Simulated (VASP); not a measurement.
# Si (I4/mmm) in VASP: a series of runs

Si is run at these levels: PBEsol; tasks: single point.

Program: VASP 6.6.1. These are calculated values, not measurements. Logs are shortened: lines on timing, memory, paths and dates and some standing lists are left out, and cuts for length are marked.

### 1 The cell of the first run

It takes space group I4/mmm (No. 139, tetragonal). The conventional cell has a = 6.638 Å, b = 6.638 Å, c = 3.537 Å, α = 90.00°, β = 90.00°, γ = 90.00°. Within 2.9 Å of Si (site symmetry m2m) lie 4 Si at 2.22 to 2.37 Å.

### 2 Single point, PBEsol (19.48 Å³/atom)

The input, INCAR:

```
  ALGO = Normal
  EDIFF = 1E-6
  ENCUT = 520
  GGA = PS
  ISIF = 2
  ISMEAR = 0
  LASPH = T
  LCHARG = F
  LREAL = F
  LWAVE = F
  NBANDS = 16
  NELM = 60
  PREC = Accurate
  SIGMA = 0.03
```

The input, KPOINTS:

```
k-points
0
Gamma
  12 12 12
```

The input, POSCAR:

```
Si
1.0
   -3.3189135454      3.3189135454      1.7686490283
    3.3189135454     -3.3189135454      1.7686490283
    3.3189135454      3.3189135454     -1.7686490283
Si
4
Direct
    0.1787304307      0.1787304307      0.3574608614
    0.8212695693      0.8212695693      0.6425391386
    0.1787304307      0.8212695693      0.0000000000
    0.8212695693      0.1787304307      0.0000000000
```

Potentials or basis: VASP PAW PBE potentials, release 64 (Si).

Started as:

```bash
cat potpaw_PBE.64/Si/POTCAR > POTCAR
mpirun -np 1 vasp_std > vasp.out
```

OUTCAR:

```text
EDIFF = 1E-6
   ENCUT = 520
   GGA = PS
   ISIF = 2
   ISMEAR = 0
   LASPH = T
   LREAL = F
   NELM = 60
   PREC = Accurate

 ion  position               nearest neighbor table
   1  0.179  0.179  0.357-   2 2.22   2 2.22   3 2.37   4 2.37
   2  0.821  0.821  0.643-   1 2.22   1 2.22   4 2.37   3 2.37
   3  0.179  0.821  0.000-   4 2.22   4 2.22   2 2.37   1 2.37
   4  0.821  0.179  0.000-   3 2.22   3 2.22   2 2.37   1 2.37

  LATTYP: Found a body centered tetragonal cell.
 ALAT       =     6.6378270908
 C/A-ratio  =     0.5329000000

  Lattice vectors:

 A1 = (  -3.3189135454,   3.3189135454,   1.7686490283)
 A2 = (   3.3189135454,  -3.3189135454,   1.7686490283)
 A3 = (   3.3189135454,   3.3189135454,  -1.7686490283)

Analysis of symmetry for initial positions (statically):
=====================================================================
 Subroutine PRICEL returns:
 Original cell was already a primitive cell.

 Routine SETGRP: Setting up the symmetry group for a
 body centered tetragonal supercell.

 Subroutine GETGRP returns: Found 16 space group operations
 (whereof 16 operations were pure point group operations)
 out of a pool of 16 trial point group operations.

The static configuration has the point symmetry D_4h.

Analysis of symmetry for dynamics (positions and initial velocities):
=====================================================================
 Subroutine PRICEL returns:
 Original cell was already a primitive cell.

 Routine SETGRP: Setting up the symmetry group for a
 body centered tetragonal supercell.

 Subroutine GETGRP returns: Found 16 space group operations
 (whereof 16 operations were pure point group operations)
 out of a pool of 16 trial point group operations.

The dynamic configuration has the point symmetry D_4h.

 Subroutine INISYM returns: Found 16 space group operations
 (whereof 16 operations are pure point group operations),
 and found     1 'primitive' translations

----------------------------------------------------------------------------------------

                                     Primitive cell

  volume of cell :      77.9280

  direct lattice vectors                    reciprocal lattice vectors
    -3.318913545  3.318913545  1.768649028     0.000000000  0.150651710  0.282701651
     3.318913545 -3.318913545  1.768649028     0.150651710  0.000000000  0.282701651
     3.318913545  3.318913545 -1.768649028     0.150651710  0.150651710  0.000000000

  length of vectors
     5.015824322  5.015824322  5.015824322     0.320337574  0.320337574  0.213053691

  position of ions in fractional coordinates (direct lattice)
     0.178730431  0.178730431  0.357460861
     0.821269569  0.821269569  0.642539139
     0.178730431  0.821269569  0.000000000
     0.821269569  0.178730431  0.000000000

  ion indices of the primitive-cell ions
   primitive index   ion index
                 1           1
                 2           2
                 3           3
                 4           4

----------------------------------------------------------------------------------------

 KPOINTS: k-points

Automatic generation of k-mesh.
 Grid dimensions read from file:
 generate k-points for:   12   12   12

 Generating k-lattice:

  Cartesian coordinates                     Fractional coordinates (reciprocal lattice)
     0.000000000  0.012554309  0.023558471     0.083333333  0.000000000 -0.000000000
     0.012554309  0.000000000  0.023558471     0.000000000  0.083333333 -0.000000000
     0.012554309  0.012554309  0.000000000     0.000000000  0.000000000  0.083333333

  Length of vectors
     0.026694798  0.026694798  0.017754474

  Shift w.r.t. Gamma in fractional coordinates (k-lattice)
     0.000000000  0.000000000  0.000000000

 Subroutine IBZKPT returns following result:
 ===========================================

 Found    163 irreducible k-points:

 Following reciprocal coordinates:
            Coordinates               Weight
  0.000000  0.000000  0.000000      1.000000
  0.083333 -0.000000  0.000000      8.000000
  0.166667 -0.000000  0.000000      8.000000
  0.250000 -0.000000  0.000000      8.000000
  0.333333  0.000000 -0.000000      8.000000
  0.416667  0.000000  0.000000      8.000000
[... 16 lines left out ...]
  0.500000  0.166667  0.000000     16.000000
 -0.416667  0.166667  0.000000     16.000000
 [... further k-points ...]
   k-points           NKPTS =    163   k-points in BZ     NKDIM =    163   number of bands    NBANDS=     16
   number of dos      NEDOS =    301   number of ions     NIONS =      4
   total plane-waves  NPLWV =  64000
   dimension x,y,z NGX =    40 NGY =   40 NGZ =   40
   dimension x,y,z NGXF=    80 NGYF=   80 NGZF=   80
   ions per type =               4
   NGX,Y,Z   is equivalent  to a cutoff of  13.26, 13.26, 13.26 a.u.
   NGXF,Y,Z  is equivalent  to a cutoff of  26.52, 26.52, 26.52 a.u.
 SYSTEM =  unknown system
   PREC   = accura    normal or accurate (medium, high low for compatibility)
   ISTART =      0    job   : 0-new  1-cont  2-samecut
   ICHARG =      2    charge: 1-file 2-atom 10-const
   ISPIN  =      1    spin polarized calculation?
   LNONCOLLINEAR =      F non collinear calculations
   LSORBIT =      F    spin-orbit coupling
   LASPH  =      T    aspherical Exc in radial PAW
   ENCUT  =  520.0 eV  38.22 Ry    6.18 a.u.   9.33  9.33  9.33*2*pi/ulx,y,z
   NELM   =     60;   NELMIN=  2; NELMDL= -5     # of ELM steps
   EDIFF  = 0.1E-05   stopping-criterion for ELM
   LREAL  =      F    real-space projection
[... 7 lines left out ...]
   TEBEG  =    0.0;   TEEND  =   0.0 temperature during run
   PSTRESS=    0.0 pullay stress
   NELECT =      16.0000    total number of electrons
   NUPDOWN=      -1.0000    fix difference up-down
   EMIN   =  10.00;   EMAX   =-10.00  energy-range for DOS
   EFERMI =   0.00;   METHOD = LEGACY
   ISMEAR =     0;   SIGMA  =   0.03  broadening in eV -4-tet -1-fermi 0-gaus
   EFERMI_NEDOS =   21; number of points for ismear=-14 and -15
   IALGO  =     38    algorithm
   IMIX   =      4    mixing-type and parameters
     AMIX     =   0.40;   BMIX     =  1.00
     AMIX_MAG =   1.60;   BMIX_MAG =  1.00
  volume/ion in A,a.u.               =      19.48       131.47
  Fermi-wavevector in a.u.,A,eV,Ry     =   0.965792  1.825082 12.690894  0.932754
  Thomas-Fermi vector in A             =   2.095539
   LORBIT       =      0    0 simple, 1 ext, 2 COOP (PROOUT), +10 PAW based schemes
   GGA     = PS    functional components
   LHFCALC =     F    Hartree Fock is set to
   AEXX    =    0.0000 exact exchange contribution
   IVDW    =     0    specifies the selected vdW correction
   LEPSILON=     F    determine dielectric tensor
   LRPA    =     F    only Hartree local field effects (RPA)
 non-spin polarized calculation
 Gauss-broadening in eV      SIGMA  =   0.03
  energy-cutoff  :      520.00
  volume of cell :       77.93
 maximum number of plane-waves:      2125
 NGX is ok and might be reduce to    40
   NGX = 19   NGY = 19   NGZ = 19

 number of electron      16.0000000 magnetization

 Free energy of the ion-electron system (eV)
  ---------------------------------------------------
  ext. energy  EPLUGINS =         0.00000000
  ---------------------------------------------------
  free energy    TOTEN  =       -22.12833235 eV

  energy without entropy =      -22.12822145  energy(sigma->0) =      -22.12827690

 E-fermi :   6.2603     XC(G=0):  -9.5645

 val. band max:        6.2544585884   @ k =  -0.4167   0.4167   0.4167
 cond. band min:       6.2706692998   @ k =  -0.1667  -0.1667   0.0833
 fundamental gap:      0.0162107114
 Fermi energy:         6.2603449737

 k-point     1 :       0.0000    0.0000    0.0000
  band No.  band energies     occupation
      1      -6.4114      2.00000
      2      -2.3655      2.00000
      3       0.3716      2.00000
      4       0.3716      2.00000
      5       2.1213      2.00000
      6       5.2022      2.00000
[... 8 lines left out ...]
     15      12.4219      0.00000
     16      13.4057      0.00000

 k-point     2 :       0.0833   -0.0000    0.0000
  band No.  band energies     occupation
      1      -6.3198      2.00000
      2      -2.3593      2.00000
      3       0.3039      2.00000
      4       0.5149      2.00000
      5       2.2195      2.00000
      6       4.6078      2.00000
[... 8 lines left out ...]
     15      11.7547      0.00000
     16      13.9822      0.00000

 k-point     3 :       0.1667   -0.0000    0.0000
  band No.  band energies     occupation
      1      -6.0469      2.00000
      2      -2.3164      2.00000
      3       0.1178      2.00000
      4       0.8715      2.00000
      5       2.4290      2.00000
      6       3.4396      2.00000
[... 8 lines left out ...]
     15      11.4167      0.00000
     16      14.2392      0.00000

 k-point     4 :       0.2500   -0.0000    0.0000
  band No.  band energies     occupation
      1      -5.6011      2.00000
      2      -2.1913      2.00000
      3      -0.2338      2.00000
      4       1.1086      2.00000
      5       2.3569      2.00000
      6       2.5879      2.00000
[... 8 lines left out ...]
     15      12.7981      0.00000
     16      13.5781      0.00000
[... 324 lines left out ...]
 k-point    22 :       0.4167    0.1667    0.0000
  band No.  band energies     occupation
      1      -3.9755      2.00000
      2      -2.3634      2.00000
      3      -1.8077      2.00000
      4       0.2137      2.00000
      5       1.3223      2.00000
      6       3.2375      2.00000
[... 8 lines left out ...]
     15      12.7321      0.00000
     16      14.2062      0.00000

 k-point    23 :       0.5000    0.1667    0.0000
  band No.  band energies     occupation
      1      -4.6017      2.00000
      2      -2.7144      2.00000
      3      -1.1810      2.00000
      4       0.9194      2.00000
      5       1.4639      2.00000
      6       3.1347      2.00000
[... 8 lines left out ...]
     15      12.7361      0.00000
     16      14.1760      0.00000

 k-point    24 :      -0.4167    0.1667    0.0000
  band No.  band energies     occupation
      1      -5.2384      2.00000
      2      -2.9728      2.00000
      3      -0.5666      2.00000
      4       1.4904      2.00000
      5       2.0631      2.00000
      6       3.1091      2.00000
[... 8 lines left out ...]
     15      12.4960      0.00000
     16      13.5297      0.00000

 [... further k-points ...]
[... 5 lines left out ...]
  --------------------------------------------------------------------------------------
  -------------------------------------------------------------------------------------
  Total        1.7881246      1.7881246     10.5933686      0.0000000      0.0000000      0.0000000
  in kB       36.7633281     36.7633281    217.7966201      0.0000000      0.0000000      0.0000000
  external PRESSURE =      97.1077588 kB  Pullay stress =       0.0000000 kB

 VOLUME and BASIS-vectors are now :
 -----------------------------------------------------------------------------
  energy-cutoff  :      520.00
  volume of cell :       77.93
      direct lattice vectors                 reciprocal lattice vectors
    -3.318913545  3.318913545  1.768649028     0.000000000  0.150651710  0.282701651
     3.318913545 -3.318913545  1.768649028     0.150651710  0.000000000  0.282701651
     3.318913545  3.318913545 -1.768649028     0.150651710  0.150651710  0.000000000

 POSITION                                       TOTAL-FORCE (eV/Angst)
 -----------------------------------------------------------------------------------
      1.18638      1.18638      0.00000        -0.798370     -0.798370      0.000000
      2.13253      2.13253      1.76865         0.798370      0.798370      0.000000
      2.13253     -2.13253      1.76865         0.798370     -0.798370     -0.000000
     -2.13253      2.13253      1.76865        -0.798370      0.798370     -0.000000
 -----------------------------------------------------------------------------------
    total drift:                               -0.000000     -0.000000      0.000000

  FREE ENERGIE OF THE ION-ELECTRON SYSTEM (eV)
  ---------------------------------------------------
  free  energy   TOTEN  =       -22.1283323456 eV

  energy  without entropy=      -22.1282214535  energy(sigma->0) =      -22.12827690
```

Wall time 4.3 min (1 thread of Intel Xeon Platinum 8375C at 2.90GHz (Ice Lake), shared host); peak memory 0.32 GiB.

Results:

```
Free energy            : -22.1283 eV
Pressure               : 9.7 GPa
Largest force          : 1.129 eV/Å
Band gap on the k mesh : zero (bands 8 and 9 overlap by 0.22 eV)
```

Forces on the atoms (eV/Å):
```
Si  -0.798 -0.798  0.000
Si   0.798  0.798  0.000
Si   0.798 -0.798  0.000
Si  -0.798  0.798  0.000
```

Caveat: the stress differs along the axes, from 4 to 22 GPa; semilocal functionals underestimate gaps, and a narrow one can read as zero; the PAW data sets were made with another functional, which shifts forces and pressure a little.

### 3 Single point, PBEsol (19.48 Å³/atom)

The input, INCAR:

```
SYSTEM = Si
ALGO = Normal
EDIFF = 1E-6
ENCUT = 520
GGA = PS
ISIF = 2
ISMEAR = 0
LASPH = .TRUE.
LCHARG = .FALSE.
LREAL = .FALSE.
LWAVE = .FALSE.
NBANDS = 16
NELM = 80
PREC = Accurate
SIGMA = 0.03
```

The input, KPOINTS:

```
k-points
0
G
  12 12 12
  0 0 0
```

The input, POSCAR:

```
Si
1.0
   -3.2311091925      3.2311091925      1.8660800472
    3.2311091925     -3.2311091925      1.8660800472
    3.2311091925      3.2311091925     -1.8660800472
Si
4
Direct
    0.1787304307      0.1787304307      0.3574608614
    0.8212695693      0.8212695693      0.6425391386
    0.1787304307      0.8212695693      0.0000000000
    0.8212695693      0.1787304307      0.0000000000
```

Potentials or basis: VASP PAW PBE potentials, release 64 (Si).

Started as:

```bash
cat potpaw_PBE.64/Si/POTCAR > POTCAR
mpirun -np 1 vasp_std > vasp.out
```

It took 4.3 min on 1 thread of Intel Xeon Platinum 8375C at 2.90GHz (Ice Lake), shared host; peak memory 0.31 GiB.

The run converged. Its results:

* Free energy: -22.3718 eV
* Pressure: 8.7 GPa
* Largest force: 0.134 eV/Å
* Band gap on the k mesh: zero (bands 8 and 9 overlap by 0.15 eV)

Forces in eV/Å, atoms in the order of the input:
```
Si   0.095  0.095  0.000
Si  -0.095 -0.095  0.000
Si  -0.095  0.095  0.000
Si   0.095 -0.095  0.000
```

Stress tensor (GPa, compression positive):
```
8.57 0.00 0.00
0.00 8.57 0.00
0.00 0.00 9.04
```

Levels at points of the mesh, in eV from the Fermi level:
| k point | band 5 | band 6 | band 7 | band 8 | band 9 | band 10 | band 11 | band 12 |
| --- | --- | --- | --- | --- | --- | --- | --- | --- |
| (0.00, 0.00, 0.00) | -4.15 | -1.56 | -1.56 | -0.62 | 1.28 | 1.75 | 1.75 | 2.28 |
| (0.50, 0.00, 0.00) | -4.76 | -3.84 | -2.61 | -1.51 | 0.62 | 2.43 | 2.90 | 3.39 |
| (0.50, 0.50, 0.00) | -3.14 | -2.15 | -2.09 | -1.72 | 1.60 | 1.85 | 1.93 | 4.12 |
| (0.50, 0.50, 0.50) | -3.16 | -0.17 | 0.04 | 0.04 | 0.22 | 3.63 | 4.02 | 4.35 |

Caveat: the cell stands under pressure; semilocal functionals underestimate gaps, and a narrow one can read as zero; the PAW data sets were made with another functional, which shifts forces and pressure a little.

### 4 Single point, PBEsol (19.48 Å³/atom)

The input, INCAR:

```
  PREC = Accurate
  ENCUT = 520
  EDIFF = 1E-7
  ISMEAR = 0
  SIGMA = 0.03
  LREAL = F
  LASPH = T
  NELM = 60
  ALGO = Normal
  ISIF = 2
  LWAVE = F
  LCHARG = T
  GGA = PS
  LELF = T
  LVHAR = T
  NBANDS = 16
```

The input, KPOINTS:

```
Automatic mesh
0
Gamma
  12 12 12
```

The input, POSCAR:

```
Si
1.0
   -3.1456436974      3.1456436974      1.9688583902
    3.1456436974     -3.1456436974      1.9688583902
    3.1456436974      3.1456436974     -1.9688583902
Si
4
Direct
    0.1787304307      0.1787304307      0.3574608614
    0.8212695693      0.8212695693      0.6425391386
    0.1787304307      0.8212695693      0.0000000000
    0.8212695693      0.1787304307      0.0000000000
```

Started as:

```bash
cat potpaw_PBE.64/Si/POTCAR > POTCAR
mpirun -np 1 vasp_std > vasp.out
```

It took 3.9 min on 1 thread of Intel Xeon Platinum 8375C at 2.90GHz (Ice Lake), shared host; peak memory 0.29 GiB.

It converged, with:

```yaml
Free_energy: -22.1629 eV
Pressure: 9.0 GPa
Largest_force: 1.505 eV/Å
Band_gap_on_the_k_mesh: zero (bands 8 and 9 overlap by 0.36 eV)
```

Forces in eV/Å, atoms in the order of the input:
```
Si   1.065  1.065  0.000
Si  -1.065 -1.065  0.000
Si  -1.065  1.065  0.000
Si   1.065 -1.065  0.000
```

Stress tensor (GPa, compression positive):
```
14.34  0.00  0.00
 0.00 14.34  0.00
 0.00  0.00 -1.80
```

Levels at points of the mesh, in eV from the Fermi level:
| k point | band 4 | band 5 | band 6 | band 7 | band 8 | band 9 | band 10 | band 11 | band 12 | band 13 |
| --- | --- | --- | --- | --- | --- | --- | --- | --- | --- | --- |
| (0.00, 0.00, 0.00) | -5.67 | -4.11 | -1.80 | -1.80 | -0.70 | 0.69 | 1.60 | 1.60 | 2.71 | 2.71 |
| (0.50, 0.00, 0.00) | -5.98 | -4.63 | -3.74 | -2.59 | -1.08 | 0.86 | 2.94 | 3.23 | 3.61 | 4.95 |
| (0.50, 0.50, 0.00) | -4.97 | -2.88 | -2.55 | -2.02 | -1.55 | 1.09 | 1.40 | 2.14 | 4.22 | 4.61 |
| (0.50, 0.50, 0.50) | -5.43 | -3.68 | -0.48 | -0.15 | 0.27 | 0.27 | 3.56 | 4.23 | 4.23 | 4.63 |

Caveat: the stress differs along the axes, from -2 to 14 GPa; semilocal functionals underestimate gaps, and a narrow one can read as zero; the PAW data sets were made with another functional, which shifts forces and pressure a little.

(Continued in part 2 of 2.)

The gap in the log of VASP goes by the Fermi energy; the results here count the filled bands.